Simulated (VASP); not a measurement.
# RbAs2 (I4/mcm) in VASP: notebook

The runs below take RbAs2 through single point, relaxation of cell and atoms, with PBE.

All numbers are computed with VASP 6.6.1; they aren't measurements. Logs are shortened: lines on timing, memory, paths and dates and some standing lists are left out, and cuts for length are marked.

**1. The cell of the first run**

Symmetry: I4/mcm, No. 140, tetragonal system. The conventional cell has a = 7.384 Å, b = 7.384 Å, c = 6.146 Å, α = 90.00°, β = 90.00°, γ = 90.00°. Rb (site symmetry 422) has 2 Rb at 3.07 Å and 8 As at 3.15 Å within 4.0 Å. Within 4.1 Å of As (site symmetry m2m) lie 4 Rb at 3.15 Å and 11 As at 3.49 to 3.94 Å.

**2. Single point, PBE**

The input, INCAR:

```
  PREC = Accurate
  ENCUT = 520
  EDIFF = 1E-6
  ISMEAR = 0
  SIGMA = 0.1
  LREAL = False
  LASPH = True
  NELM = 80
  ALGO = Normal
  ISIF = 2
  LWAVE = False
  LCHARG = True
  GGA = PE
  LELF = True
  LVHAR = True
  NBANDS = 28
```

The input, KPOINTS:

```
regular mesh
0
Gamma
  4 4 4
```

The input, POSCAR:

```
RbAs2
1.0
   -3.6919704861      3.6919704861      3.0732005049
    3.6919704861     -3.6919704861      3.0732005049
    3.6919704861      3.6919704861     -3.0732005049
Rb As
2 4
Direct
    0.2500000000      0.2500000000      0.0000000000
    0.7500000000      0.7500000000      0.0000000000
    0.6670000000      0.1670000000      0.8340000000
    0.1670000000      0.3330000000      0.5000000000
    0.3330000000      0.8330000000      0.1660000000
    0.8330000000      0.6670000000      0.5000000000
```

Potentials or basis: VASP PAW PBE potentials, release 64 (Rb_sv, As).

Command:

```sh
> cat potpaw_PBE.64/Rb_sv/POTCAR potpaw_PBE.64/As/POTCAR > POTCAR
> mpirun -np 1 vasp_std > vasp.out
```

OUTCAR:

```text
PREC = Accurate
   ENCUT = 520
   EDIFF = 1E-6
   ISMEAR = 0
   LREAL = False
   LASPH = True
   NELM = 80
   ISIF = 2
   GGA = PE

 ion  position               nearest neighbor table
   1  0.250  0.250  0.000-   2 3.07   2 3.07   6 3.15   3 3.15   4 3.15   5 3.15   4 3.15   6 3.15
                             3 3.15   5 3.15   2 5.22   2 5.22   2 5.22   2 5.22
   2  0.750  0.750  0.000-   1 3.07   1 3.07   5 3.15   3 3.15   5 3.15   6 3.15   6 3.15   3 3.15
                             4 3.15   4 3.15   1 5.22   1 5.22   1 5.22   1 5.22
   3  0.667  0.167  0.834-   1 3.15   2 3.15   1 3.15   2 3.15
   4  0.167  0.333  0.500-   2 3.15   1 3.15   1 3.15   2 3.15
   5  0.333  0.833  0.166-   1 3.15   2 3.15   1 3.15   2 3.15
   6  0.833  0.667  0.500-   1 3.15   2 3.15   2 3.15   1 3.15

  LATTYP: Found a body centered tetragonal cell.
 ALAT       =     7.3839409722
 C/A-ratio  =     0.8324011572

  Lattice vectors:

 A1 = (  -3.6919704861,   3.6919704861,   3.0732005049)
 A2 = (   3.6919704861,  -3.6919704861,   3.0732005049)
 A3 = (   3.6919704861,   3.6919704861,  -3.0732005049)

Analysis of symmetry for initial positions (statically):
=====================================================================
 Subroutine PRICEL returns:
 Original cell was already a primitive cell.

 Routine SETGRP: Setting up the symmetry group for a
 body centered tetragonal supercell.

 Subroutine GETGRP returns: Found 16 space group operations
 (whereof  8 operations were pure point group operations)
 out of a pool of 16 trial point group operations.

The static configuration has the point symmetry C_4h.
 The point group associated with its full space group is D_4h.

Analysis of symmetry for dynamics (positions and initial velocities):
=====================================================================
 Subroutine PRICEL returns:
 Original cell was already a primitive cell.

 Routine SETGRP: Setting up the symmetry group for a
 body centered tetragonal supercell.

 Subroutine GETGRP returns: Found 16 space group operations
 (whereof  8 operations were pure point group operations)
 out of a pool of 16 trial point group operations.

The dynamic configuration has the point symmetry C_4h.
 The point group associated with its full space group is D_4h.

 Subroutine INISYM returns: Found 16 space group operations
 (whereof  8 operations are pure point group operations),
 and found     1 'primitive' translations

----------------------------------------------------------------------------------------

[... 93 lines left out ...]
   NFREE  =      0    steps in history (QN), initial steepest desc. (CG)
   ISIF   =      2    stress and relaxation
   ISYM   =      2    0-nonsym 1-usesym 2-fastsym
   POTIM  = 0.5000    time-step for ionic-motion
   TEBEG  =    0.0;   TEEND  =   0.0 temperature during run
   PSTRESS=    0.0 pullay stress
   NELECT =      38.0000    total number of electrons
   NUPDOWN=      -1.0000    fix difference up-down
   EMIN   =  10.00;   EMAX   =-10.00  energy-range for DOS
   EFERMI =   0.00;   METHOD = LEGACY
   ISMEAR =     0;   SIGMA  =   0.10  broadening in eV -4-tet -1-fermi 0-gaus
   EFERMI_NEDOS =   21; number of points for ismear=-14 and -15
   IALGO  =     38    algorithm
   IMIX   =      4    mixing-type and parameters
     AMIX     =   0.40;   BMIX     =  1.00
     AMIX_MAG =   1.60;   BMIX_MAG =  1.00
  volume/ion in A,a.u.               =      27.93       188.46
  Fermi-wavevector in a.u.,A,eV,Ry     =   0.998344  1.886597 13.560803  0.996691
  Thomas-Fermi vector in A             =   2.130561
   LORBIT       =      0    0 simple, 1 ext, 2 COOP (PROOUT), +10 PAW based schemes
   GGA     = PE    functional components
   LHFCALC =     F    Hartree Fock is set to
   AEXX    =    0.0000 exact exchange contribution
   IVDW    =     0    specifies the selected vdW correction
   LEPSILON=     F    determine dielectric tensor
   LRPA    =     F    only Hartree local field effects (RPA)
 non-spin polarized calculation
 Gauss-broadening in eV      SIGMA  =   0.10
  energy-cutoff  :      520.00
  volume of cell :      167.56
 maximum number of plane-waves:      4551
 NGX is ok and might be reduce to    48
   NGX = 23   NGY = 23   NGZ = 23

 number of electron      38.0000001 magnetization

 Free energy of the ion-electron system (eV)
  ---------------------------------------------------
  ext. energy  EPLUGINS =         0.00000000
  ---------------------------------------------------
  free energy    TOTEN  =       -14.14412661 eV

  energy without entropy =      -14.09540131  energy(sigma->0) =      -14.11976396

 E-fermi :   2.1543     XC(G=0):  -9.1149

 val. band max:        2.1325497250   @ k =  -0.2500   0.2500   0.0000
 cond. band min:       2.1704188354   @ k =   0.5000   0.2500   0.0000
 fundamental gap:      0.0378691104
 Fermi energy:         2.1543025143

 k-point     1 :       0.0000    0.0000    0.0000
  band No.  band energies     occupation
      1     -24.2217      2.00000
      2     -23.7994      2.00000
      3      -9.8403      2.00000
      4      -8.7483      2.00000
      5      -8.7483      2.00000
      6      -8.6253      2.00000
[... 392 lines left out ...]
     27       8.3673      0.00000
     28       8.3673      0.00000

------------------------ aborting loop because EDIFF is reached ----------------------------------------

  FORCE on cell =-STRESS in cart. coord.  units (eV):
  Direction    XX          YY          ZZ          XY          YZ          ZX
  --------------------------------------------------------------------------------------
  -------------------------------------------------------------------------------------
  Total        4.2242308      4.2242308      2.5075479      0.0000000      0.0000000      0.0000000
  in kB       40.3915850     40.3915850     23.9768701      0.0000000      0.0000000      0.0000000
  external PRESSURE =      34.9200133 kB  Pullay stress =       0.0000000 kB

 VOLUME and BASIS-vectors are now :
 -----------------------------------------------------------------------------
  energy-cutoff  :      520.00
  volume of cell :      167.56
      direct lattice vectors                 reciprocal lattice vectors
    -3.691970486  3.691970486  3.073200505     0.000000000  0.135429035  0.162696836
     3.691970486 -3.691970486  3.073200505     0.135429035  0.000000000  0.162696836
     3.691970486  3.691970486 -3.073200505     0.135429035  0.135429035  0.000000000

 POSITION                                       TOTAL-FORCE (eV/Angst)
 -----------------------------------------------------------------------------------
      0.00000      0.00000      1.53660        -0.000000     -0.000000     -0.000000
      0.00000      0.00000      4.60980        -0.000000     -0.000000     -0.000000
      1.23312      4.92509      0.00000        -0.530421     -0.530421      0.000000
      2.45885      1.23312      0.00000         0.530421     -0.530421     -0.000000
      2.45885     -1.23312      3.07320         0.530421      0.530421     -0.000000
      1.23312      2.45885      3.07320        -0.530421      0.530421     -0.000000
 -----------------------------------------------------------------------------------
    total drift:                               -0.000000     -0.000000      0.000000

  FREE ENERGIE OF THE ION-ELECTRON SYSTEM (eV)
  ---------------------------------------------------
  free  energy   TOTEN  =       -14.1441266132 eV

  energy  without entropy=      -14.0954013104  energy(sigma->0) =      -14.11976396
```

stdout:

```text
POSCAR found type information on POSCAR RbAs
 POSCAR found :  2 types and       6 ions
 scaLAPACK will be used
 LDA part: xc-table for (Slater+PW92), standard interpolation
 POSCAR, INCAR and KPOINTS ok, starting setup
 FFT: planning ... GRIDC
 FFT: planning ... GRID_SOFT
 FFT: planning ... GRID
 WAVECAR not read
 entering main loop
```

It took 1.8 min on 1 thread of Oxide Virtual Turin-like, shared host; peak memory 0.29 GiB.

Results:

```
Free energy            : -14.1441 eV
Pressure               : 3.5 GPa
Largest force          : 0.750 eV/Å
Band gap on the k mesh : zero (bands 19 and 20 overlap by 0.58 eV)
```

Forces on the atoms (eV/Å):
```
Rb   0.000  0.000  0.000
Rb   0.000  0.000  0.000
As  -0.530 -0.530  0.000
As   0.530 -0.530  0.000
As   0.530  0.530  0.000
As  -0.530  0.530  0.000
```

Levels at points of the mesh, in eV from the Fermi level:
```tsv
k point	band 16	band 17	band 18	band 19	band 20	band 21	band 22	band 23
(0.00, 0.00, 0.00)	-1.08	-1.08	-0.96	-0.85	-0.04	0.22	1.87	1.87
(0.50, 0.00, 0.00)	-1.27	-0.28	-0.28	0.21	0.21	0.67	0.67	1.19
(0.50, 0.50, 0.00)	-1.30	-1.10	-0.80	-0.59	0.17	0.38	1.00	1.21
(0.50, 0.50, 0.50)	-1.29	-1.29	-1.02	0.42	0.69	1.10	1.10	1.24
```

Caveat: the cell stands under pressure.

**3. Single point, PBE**

This run uses another cell than the first one, of 39.45 Å³/atom.

The input, INCAR:

```
ALGO = Normal ; EDIFF = 1E-6
ENCUT = 520 ; GGA = PE
ISIF = 2 ; ISMEAR = 0
LASPH = True ; LCHARG = False
LREAL = False ; LWAVE = False
NBANDS = 28 ; NELM = 60
PREC = Accurate ; SIGMA = 0.1
```

The input, KPOINTS:

```
k-points
0
Gamma
  4 4 4
```

The input, POSCAR:

```
RbAs2
1.0
   -3.4700632861      3.4700632861      4.9139949107
    3.4700632861     -3.4700632861      4.9139949107
    3.4700632861      3.4700632861     -4.9139949107
Rb As
2 4
Direct
    0.2500000000      0.2500000000      0.0000000000
    0.7500000000      0.7500000000      0.0000000000
    0.6124295321      0.1124295321      0.7248590642
    0.1124295321      0.3875704679      0.5000000000
    0.3875704679      0.8875704679      0.2751409358
    0.8875704679      0.6124295321      0.5000000000
```

Potentials or basis: VASP PAW PBE potentials, release 64 (Rb_sv, As).

Command:

```sh
> cat potpaw_PBE.64/Rb_sv/POTCAR potpaw_PBE.64/As/POTCAR > POTCAR
> mpirun -np 1 vasp_std > vasp.out
```

It took 2.3 min on 1 thread of Oxide Virtual Turin-like, shared host; peak memory 0.38 GiB.

Results (log left out):

- Free energy: -20.4293 eV
- Pressure: 0.1 GPa
- Largest force: 0.103 eV/Å
- Band gap on the k mesh: zero (bands 19 and 20 overlap by 0.30 eV)

Forces in eV/Å, atoms in the order of the input:
```
Rb   0.000  0.000  0.000
Rb   0.000  0.000  0.000
As   0.072  0.072  0.000
As  -0.072  0.072  0.000
As  -0.072 -0.072  0.000
As   0.072 -0.072  0.000
```

Stress tensor (GPa, compression positive):
```
0.18 0.00 0.00
0.00 0.18 0.00
0.00 0.00 0.01
```

Levels at points of the mesh, in eV from the Fermi level:
```
           k point  band 15  band 16  band 17  band 18  band 19  band 20  band 21  band 22  band 23  band 24
(0.00, 0.00, 0.00)    -2.49    -2.31    -2.31    -2.17    -0.62     0.13     0.13     1.45     2.02     4.27
(0.50, 0.00, 0.00)    -2.46    -2.46    -1.45    -1.45     0.13     0.13     0.28     0.28     2.95     2.95
(0.50, 0.50, 0.00)    -2.61    -2.43    -2.29    -2.09    -0.45     0.23     0.41     0.54     3.36     3.60
(0.50, 0.50, 0.50)    -2.60    -2.34    -2.34    -1.77    -1.30     0.29     0.29     1.62     3.15     3.66
```

**4. Relaxation of cell and atoms, PBE**

The input, INCAR:

```
SYSTEM = RbAs2
ALGO     = Normal         ! electronic algorithm
EDIFF    = 1E-6           ! SCF threshold, eV
EDIFFG   = -0.04          ! ionic threshold
ENCUT    = 600            ! plane-wave cutoff, eV
GGA      = PE             ! functional
IBRION   = 2              ! ionic algorithm
ISIF     = 3              ! what is computed and relaxed
ISMEAR   = 0              ! smearing method
LASPH    = .TRUE.         ! aspherical terms in the spheres
LCHARG   = .FALSE.        ! write CHGCAR
LREAL    = .FALSE.        ! projectors in reciprocal space
LWAVE    = .FALSE.        ! write WAVECAR
NELM     = 80             ! most SCF steps
NSW      = 90             ! ionic steps
PREC     = Accurate       ! precision mode
SIGMA    = 0.1            ! smearing width, eV
```

The input, KPOINTS:

```
k-points
0
G
  4 4 4
  0 0 0
```

The input, POSCAR:

```
RbAs2
1.0
   -3.6919704861      3.6919704861      3.0732005049
    3.6919704861     -3.6919704861      3.0732005049
    3.6919704861      3.6919704861     -3.0732005049
Rb As
2 4
Direct
    0.2500000000      0.2500000000      0.0000000000
    0.7500000000      0.7500000000      0.0000000000
    0.6670000000      0.1670000000      0.8340000000
    0.1670000000      0.3330000000      0.5000000000
    0.3330000000      0.8330000000      0.1660000000
    0.8330000000      0.6670000000      0.5000000000
```

Command:

```sh
> cat potpaw_PBE.64/Rb_sv/POTCAR potpaw_PBE.64/As/POTCAR > POTCAR
> mpirun -np 1 vasp_std > vasp.out
```

Wall time 17 min (1 thread of Oxide Virtual Turin-like, shared host); peak memory 0.33 GiB.

The run converged. Its results:

```
Free energy                           : -19.2010 eV
Relaxed volume                        : 32.58 Å³/atom
Relaxed cell                          : a = 6.480 Å, b = 6.480 Å, c = 6.480 Å, α = 101.74°, β = 101.74°, γ = 126.39°
Space group after relaxing (to 0.1 Å) : I4/mcm (No. 140)
Pressure after relaxing               : 0.0 GPa
Largest force after relaxing          : 0.039 eV/Å
Band gap on the k mesh                : zero (bands 19 and 20 overlap by 0.71 eV)
```

Forces in eV/Å, atoms in the order of the input:
```
Rb   0.000  0.000  0.000
Rb   0.000  0.000  0.000
As  -0.028 -0.028  0.000
As   0.028 -0.028  0.000
As   0.028  0.028  0.000
As  -0.028  0.028  0.000
```

Stress tensor (GPa, compression positive):
```
 0.08  0.00  0.00
 0.00  0.08  0.00
 0.00  0.00 -0.15
```

Final structure:
```
Rb As
1.0
    -4.08955    4.08955    2.92234
     4.08955   -4.08955    2.92234
     4.08955    4.08955   -2.92234
Rb As
2 4
Direct
  0.25000 0.25000 0.00000
  0.75000 0.75000 0.00000
  0.60139 0.10139 0.70279
  0.10139 0.39861 0.50000
  0.39861 0.89861 0.29721
  0.89861 0.60139 0.50000
```

Levels at points of the mesh, in eV from the Fermi level:
| k point | band 18 | band 19 | band 20 | band 21 | band 22 | band 23 |
| --- | --- | --- | --- | --- | --- | --- |
| (0.00, 0.00, 0.00) | -0.98 | -0.52 | -0.52 | 0.72 | 1.80 | 2.88 |
| (0.50, 0.00, 0.00) | -1.68 | -0.38 | -0.38 | 1.23 | 1.23 | 2.09 |
| (0.50, 0.50, 0.00) | -0.82 | -0.73 | -0.09 | 0.16 | 1.49 | 1.59 |
| (0.50, 0.50, 0.50) | -1.84 | 0.04 | 0.04 | 1.03 | 1.05 | 2.28 |

Caveat: the volume moved by over 15 % at a fixed basis, so the end points are rough.

**5. Single point, PBE**

This run uses another cell than the first one, of 39.59 Å³/atom.

The input, INCAR:

```
SYSTEM = RbAs2
PREC = Accurate ; ENCUT = 520
EDIFF = 1E-6 ; ISMEAR = 0
SIGMA = 0.1 ; LREAL = .FALSE.
LASPH = .TRUE. ; NELM = 60
ALGO = Fast ; ISIF = 2
LWAVE = .FALSE. ; LCHARG = .FALSE.
GGA = PE ; NBANDS = 28
```

The input, KPOINTS:

```
Automatic mesh
0
G
  8 8 8
  0 0 0
```

The input, POSCAR:

```
RbAs2
1.0
   -3.4934112861      3.4934112861      4.8664821335
    3.4934112861     -3.4934112861      4.8664821335
    3.4934112861      3.4934112861     -4.8664821335
Rb As
2 4
Direct
    0.2500000000      0.2500000000      0.0000000000
    0.7500000000      0.7500000000      0.0000000000
    0.6116103237      0.1116103237      0.7232206474
    0.1116103237      0.3883896763      0.5000000000
    0.3883896763      0.8883896763      0.2767793526
    0.8883896763      0.6116103237      0.5000000000
```

Command:

```sh
> cat potpaw_PBE.64/Rb_sv/POTCAR potpaw_PBE.64/As/POTCAR > POTCAR
> mpirun -np 1 vasp_std > vasp.out
```

Wall time 18 min (1 thread of Oxide Virtual Turin-like, shared host); peak memory 0.56 GiB.

The run converged. Its results:

```
Free energy            : -20.4125 eV
Pressure               : 0.1 GPa
Largest force          : 0.101 eV/Å
Band gap on the k mesh : zero (bands 19 and 20 overlap by 0.31 eV)
```

Forces on the atoms (eV/Å):
```
Rb   0.000  0.000  0.000
Rb   0.000  0.000  0.000
As   0.072  0.072  0.000
As  -0.072  0.072  0.000
As  -0.072 -0.072  0.000
As   0.072 -0.072  0.000
```

Stress tensor (GPa, compression positive):
```
0.16 0.00 0.00
0.00 0.16 0.00
0.00 0.00 0.00
```

Levels at points of the mesh, in eV from the Fermi level:
```tsv
k point	band 16	band 17	band 18	band 19	band 20	band 21	band 22	band 23
(0.00, 0.00, 0.00)	-2.28	-2.28	-2.11	-0.53	0.15	0.15	1.43	2.10
(0.50, 0.00, 0.00)	-2.44	-1.45	-1.45	0.16	0.16	0.31	0.31	2.96
(0.50, 0.50, 0.00)	-2.40	-2.25	-2.04	-0.42	0.26	0.44	0.58	3.39
(0.50, 0.50, 0.50)	-2.30	-2.30	-1.75	-1.22	0.33	0.33	1.62	3.19
```

**6. Summary**

| task | cell | k mesh | cutoff (eV) | gap on the mesh (eV) | pressure (GPa) | largest force (eV/Å) |
| --- | --- | --- | --- | --- | --- | --- |
| single point | a = 6.059 Å, angles 104.9, 104.9, 119.0°, 6 atoms, atomic positions A | 4 × 4 × 4 | 520 | none | 3.5 | 0.75 |
| single point | a = 6.945 Å, angles 120.0, 120.0, 89.9°, 6 atoms, atomic positions B | 4 × 4 × 4 | 520 | none | 0.1 | 0.10 |
| relaxation of cell and atoms | relaxed from a = 6.059 Å, angles 104.9, 104.9, 119.0°, 6 atoms, atomic positions A | 4 × 4 × 4 | 600 | none | 0.0 | 0.04 |
| single point | a = 6.935 Å, angles 119.5, 119.5, 90.9°, 6 atoms, atomic positions C | 8 × 8 × 8 | 520 | none | 0.1 | 0.10 |

Alike in all rows: level PBE; potentials or basis VASP PAW PBE potentials, release 64 (Rb_sv, As); no spin polarisation; smearing gaussian 0.1 eV.

Caveats: the cell stands under pressure (at least some runs); the volume moved by over 15 % at a fixed basis, so the end points are rough (at least some runs).

Total energies depend on the potentials used, so only differences within one code and one set of settings carry meaning.

The gap in the log of VASP goes by the Fermi energy; the results here count the filled bands.